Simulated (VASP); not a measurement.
# HC4 in VASP: notebook, part 2 of 2

VASP 6.6.1. Earlier steps stand in the parts before.

### Step 3. Single point, PBE+D3(BJ)

The input, INCAR:

```
SYSTEM = HC4
PREC = Accurate
ENCUT = 520
EDIFF = 1E-6
ISMEAR = 0
SIGMA = 0.1
LREAL = .FALSE.
LASPH = .TRUE.
NELM = 100
ALGO = Normal
ISIF = 2
LWAVE = .FALSE.
LCHARG = .FALSE.
LDIPOL = .TRUE.
IDIPOL = 3
DIPOL = 0.5 0.5 0.241
GGA = PE
IVDW = 12
NBANDS = 28
```

The input, KPOINTS:

```
Automatic mesh
0
G
  6 6 1
  0 0 0
```

The input, POSCAR:

```
HC4
1.0
    4.9314011428      0.0000000001      0.0000000000
   -2.4657005715      4.2707186659      0.0000000000
    0.0000000000      0.0000000000     18.0000000000
C H
8 2
Direct
    0.1666666667      0.3333333333      0.2222222222
    0.1666666667      0.8333333333      0.2222222222
    0.6666666667      0.3333333333      0.2222222222
    0.6666666667      0.8333333333      0.2222222222
    0.3333333333      0.1666666667      0.2222222222
    0.3333333333      0.6666666667      0.2222222222
    0.8333333333      0.1666666667      0.2222222222
    0.8333333333      0.6666666667      0.2222222222
    0.1302565185      0.1302577926      0.3183333333
    0.3697434815      0.3697422074      0.3183333333
```

Potentials or basis: VASP PAW PBE potentials, release 64 (C, H).

Run with:

```sh
$ cat potpaw_PBE.64/C/POTCAR potpaw_PBE.64/H/POTCAR > POTCAR
$ mpirun -np 1 vasp_std > vasp.out
```

It took 6.2 min on 1 thread of Intel Xeon Platinum 8259CL at 2.50GHz (Skylake/Cascade Lake), shared host; peak memory 0.55 GiB.

Results (log left out):

```
Free energy                : -78.3138 eV
Largest force              : 4.878 eV/Å
Band gap on the k mesh     : 0.29 eV
Dispersion energy per atom : -0.091 eV
```

Forces in eV/Å, atoms in the order of the input:
```
C   -0.798  0.461 -1.759
C   -0.011  0.189 -0.283
C   -0.169 -0.085 -0.283
C   -0.147  0.085  0.214
C    0.798 -0.461 -1.759
C    0.011 -0.189 -0.283
C    0.169  0.085 -0.283
C    0.147 -0.085  0.214
H    2.199  3.808  2.111
H   -2.199 -3.808  2.111
```

Levels at points of the mesh, in eV from the valence-band top:
```csv
k point,band 13,band 14,band 15,band 16,band 17,band 18,band 19,band 20,band 21,band 22
"(0.00, 0.00, 0.00)",-2.97,-2.96,-2.37,-2.24,-1.43,0.87,1.67,1.90,3.99,4.87
"(0.50, 0.00, 0.00)",-5.01,-4.96,-3.51,-2.76,-1.29,2.58,2.88,3.16,5.95,5.96
"(0.50, 0.50, 0.00)",-5.01,-4.96,-3.63,-2.78,-1.20,2.77,2.87,3.78,5.25,5.96
```

### Step 4. Single point, PBE+D3(BJ)

The input, INCAR:

```
  PREC = Accurate
  ENCUT = 520
  EDIFF = 1E-6
  ISMEAR = 0
  SIGMA = 0.1
  LREAL = False
  LASPH = True
  NELM = 100
  ALGO = Normal
  ISIF = 2
  LWAVE = False
  LCHARG = True
  LDIPOL = True
  IDIPOL = 3
  DIPOL = 0.5 0.5 0.251
  GGA = PE
  IVDW = 12
  LELF = True
  LVHAR = True
  LVACPOTAV = True
  NBANDS = 28
```

The input, KPOINTS:

```
Automatic mesh
0
Gamma
  6 6 1
```

Changes to POSCAR since step 3:

```diff
@@ -16,3 +16,3 @@
     0.8333333333      0.6666666667      0.2222222222
-    0.1302565185      0.1302577926      0.3183333333
-    0.3697434815      0.3697422074      0.3183333333
+    0.1302565185      0.1302577926      0.3666666667
+    0.3697434815      0.3697422074      0.3666666667
```

Run with:

```sh
$ cat potpaw_PBE.64/C/POTCAR potpaw_PBE.64/H/POTCAR > POTCAR
$ mpirun -np 1 vasp_std > vasp.out
```

Wall time 6.6 min (1 thread of Intel Xeon 8259CL, shared host); peak memory 0.56 GiB.

The run converged. Its results:

| Quantity | Value |
| --- | --- |
| Free energy | -79.8061 eV |
| Largest force | 4.668 eV/Å |
| Band gap on the k mesh | 0.01 eV |
| Dispersion energy per atom | -0.085 eV |

Forces on the atoms (eV/Å):
```
C   -0.021  0.012 -0.206
C    0.005  0.063 -0.008
C   -0.052 -0.036 -0.008
C   -0.029  0.017  0.053
C    0.021 -0.012 -0.206
C   -0.005 -0.063 -0.008
C    0.052  0.036 -0.008
C    0.029 -0.017  0.053
H    2.332  4.040  0.170
H   -2.332 -4.040  0.170
```

Levels at points of the mesh, in eV from the valence-band top:
```tsv
k point	band 15	band 16	band 17	band 18	band 19	band 20
(0.00, 0.00, 0.00)	-2.36	-2.35	-2.31	1.47	1.68	1.68
(0.50, 0.00, 0.00)	-4.20	-2.75	-2.65	2.12	2.82	2.82
(0.50, 0.50, 0.00)	-4.22	-2.75	-2.65	2.82	2.82	3.22
```

### Step 5. Single point, PBE+D3(BJ)

The input, INCAR:

```
  PREC = Accurate
  ENCUT = 520
  EDIFF = 1E-7
  ISMEAR = 0
  SIGMA = 0.1
  LREAL = False
  LASPH = True
  NELM = 100
  ALGO = Normal
  ISIF = 2
  LWAVE = False
  LCHARG = False
  LDIPOL = True
  IDIPOL = 3
  DIPOL = 0.5 0.5 0.245
  GGA = PE
  IVDW = 12
  NBANDS = 28
```

The input, KPOINTS:

```
regular mesh
0
Gamma
  6 6 1
```

Changes to POSCAR since step 4:

```diff
@@ -16,3 +16,3 @@
     0.8333333333      0.6666666667      0.2222222222
-    0.1302565185      0.1302577926      0.3666666667
-    0.3697434815      0.3697422074      0.3666666667
+    0.0984195556      0.0984211684      0.3361111111
+    0.4015804444      0.4015788316      0.3361111111
```

Run with:

```sh
$ cat potpaw_PBE.64/C/POTCAR potpaw_PBE.64/H/POTCAR > POTCAR
$ mpirun -np 1 vasp_std > vasp.out
```

It took 7.3 min on 1 thread of Intel Xeon 8259CL, shared host; peak memory 0.56 GiB.

Results (log left out):

```yaml
Free_energy: -77.9272 eV
Largest_force: 3.915 eV/Å
Band_gap_on_the_k_mesh: 0.07 eV
Dispersion_energy_per_atom: -0.089 eV
```

Forces in eV/Å, atoms in the order of the input:
```
C   -0.258  0.149 -0.823
C    0.008  0.170 -0.117
C   -0.143 -0.092 -0.117
C   -0.122  0.070  0.156
C    0.258 -0.149 -0.823
C   -0.008 -0.170 -0.117
C    0.143  0.092 -0.117
C    0.122 -0.070  0.156
H    1.905  3.299  0.901
H   -1.905 -3.299  0.901
```

Levels at points of the mesh, in eV from the valence-band top:
| k point | band 13 | band 14 | band 15 | band 16 | band 17 | band 18 | band 19 | band 20 | band 21 | band 22 |
| --- | --- | --- | --- | --- | --- | --- | --- | --- | --- | --- |
| (0.00, 0.00, 0.00) | -3.01 | -3.01 | -2.36 | -2.31 | -1.95 | 0.63 | 1.69 | 1.77 | 3.35 | 3.81 |
| (0.50, 0.00, 0.00) | -5.04 | -5.01 | -3.30 | -2.77 | -1.77 | 1.30 | 2.83 | 2.84 | 5.78 | 5.79 |
| (0.50, 0.50, 0.00) | -5.03 | -5.01 | -3.27 | -2.83 | -1.88 | 2.10 | 2.81 | 2.83 | 5.01 | 5.80 |

### Step 6. Summary

```csv
cell,gap on the mesh (eV),largest force (eV/Å)
"as given, atomic positions A",0.09,3.58
"as given, atomic positions B",0.29,4.88
"as given, atomic positions C",0.01,4.67
"as given, atomic positions D",0.07,3.91
```

Alike in all rows: task single point; level PBE+D3(BJ); potentials or basis VASP PAW PBE potentials, release 64 (C, H); no spin polarisation; k mesh 6 × 6 × 1; cutoff (eV) 520; smearing gaussian 0.1 eV.

Total energies depend on the potentials used, so only differences within one code and one set of settings carry meaning.
